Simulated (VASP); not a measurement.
A run of VASP 6.6.1 is set up as follows.

INCAR

```
PREC = Accurate ; ENCUT = 1340
EDIFF = 1E-6 ; ISMEAR = -1
SIGMA = 0.05 ; LREAL = False
LASPH = True ; NELM = 120
ALGO = Normal ; ISIF = 2
LWAVE = False ; LCHARG = False
GGA = B5 ; ALDAX = 1.0
AGGAX = 1.0 ; AGGAC = 1.0
ALDAC = 0.0 ; NBANDS = 20
GGA_COMPAT = False
```

File KPOINTS:

```
regular mesh
0
Gamma
  10 10 10
```

Contents of POSCAR:

```
CuO
1.0
    0.0000000000      2.2797444458      2.2797444458
    2.2797444458      0.0000000000      2.2797444458
    2.2797444458      2.2797444458      0.0000000000
Cu O
1 1
Direct
    0.0000000000      0.0000000000      0.0000000000
    0.2500000000      0.2500000000      0.2500000000
```

Potentials or basis: VASP PAW PBE potentials, release 64 (Cu_sv_GW, O_h).

Run with:

```bash
$ cat potpaw_PBE.64/Cu_sv_GW/POTCAR potpaw_PBE.64/O_h/POTCAR > POTCAR
$ mpirun -np 1 vasp_std > vasp.out
```

Problem. What does it give for the pressure?

Solution. 1.9 GPa.

Problem. Predict the band gap on the k mesh.

Solution. Zero (an odd number of electrons rules out a gap without spin polarisation).

Caveat: the PAW data sets were made with another functional, which shifts forces and pressure a little; an odd number of electrons without spin polarisation forces a metal; a magnetic or distorted state may lie lower; semilocal functionals often make such compounds metallic where correlation or magnetic order opens a gap, which also shifts bond lengths. With open d or f shells a metallic result of BLYP can be an artefact of self-interaction; +U or a hybrid may open a gap.
